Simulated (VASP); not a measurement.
Input of a VASP 6.6.1 run:

Contents of INCAR:

```
SYSTEM = PtAuC6N6
PREC     = Accurate       ! precision mode
ENCUT    = 520            ! plane-wave cutoff, eV
EDIFF    = 1E-6           ! SCF threshold, eV
ISMEAR   = 0              ! smearing method
SIGMA    = 0.1            ! smearing width, eV
LREAL    = .FALSE.        ! projectors in reciprocal space
LASPH    = .TRUE.         ! aspherical terms in the spheres
NELM     = 150            ! most SCF steps
ALGO     = Normal         ! electronic algorithm
ISIF     = 2              ! what is computed and relaxed
LWAVE    = .FALSE.        ! write WAVECAR
LCHARG   = .FALSE.        ! write CHGCAR
ISPIN    = 2              ! spin polarisation
MAGMOM   = 1 0 0 0 0 0 0 1 0 0 0 0 0 0 ! initial moments
LORBIT   = 11             ! projections on sites
LMAXMIX  = 4              ! l up to which the mixer works
GGA      = PE             ! functional
NBANDS   = 54             ! bands
```

File KPOINTS:

```
regular mesh
0
G
  4 4 4
  0 0 0
```

The input POSCAR:

```
PtAuC6N6
1.0
    0.0000000000      5.4593576078      5.4593576078
    5.4593576078      0.0000000000      5.4593576078
    5.4593576078      5.4593576078      0.0000000000
Pt C Au N
1 6 1 6
Direct
    0.5000000000      0.5000000000      0.5000000000
    0.7932470525      0.2067529475      0.2067529475
    0.2067529475      0.7932470525      0.2067529475
    0.2067529475      0.2067529475      0.7932470525
    0.2067529475      0.7932470525      0.7932470525
    0.7932470525      0.2067529475      0.7932470525
    0.7932470525      0.7932470525      0.2067529475
    0.0000000000      0.0000000000      0.0000000000
    0.6862202906      0.3137797094      0.3137797094
    0.3137797094      0.6862202906      0.3137797094
    0.3137797094      0.3137797094      0.6862202906
    0.3137797094      0.6862202906      0.6862202906
    0.6862202906      0.3137797094      0.6862202906
    0.6862202906      0.6862202906      0.3137797094
```

Potentials or basis: VASP PAW PBE potentials, release 64 (Pt, C, Au, N).

Command:

```sh
$ cat potpaw_PBE.64/Pt/POTCAR potpaw_PBE.64/C/POTCAR potpaw_PBE.64/Au/POTCAR potpaw_PBE.64/N/POTCAR > POTCAR
$ mpirun -np 1 vasp_std > vasp.out
```

Q: Predict the site moments.

A: Pt -0.04; C +0.05; Au +0.32; N -0.01 μB.

Q: What does it give for the pressure?

A: 0.4 GPa.

Forces in eV/Å, atoms in the order of the input:
```
Pt   0.000  0.000  0.000
C   -0.350  0.000  0.000
C    0.000 -0.350  0.000
C    0.000  0.000 -0.350
C    0.350  0.000  0.000
C    0.000  0.350  0.000
C    0.000  0.000  0.350
Au   0.000  0.000  0.000
N    0.375  0.000  0.000
N    0.000  0.375  0.000
N    0.000  0.000  0.375
N   -0.375  0.000  0.000
N    0.000 -0.375  0.000
N    0.000  0.000 -0.375
```

Caveat: a moment this small can come from the mesh or the smearing.
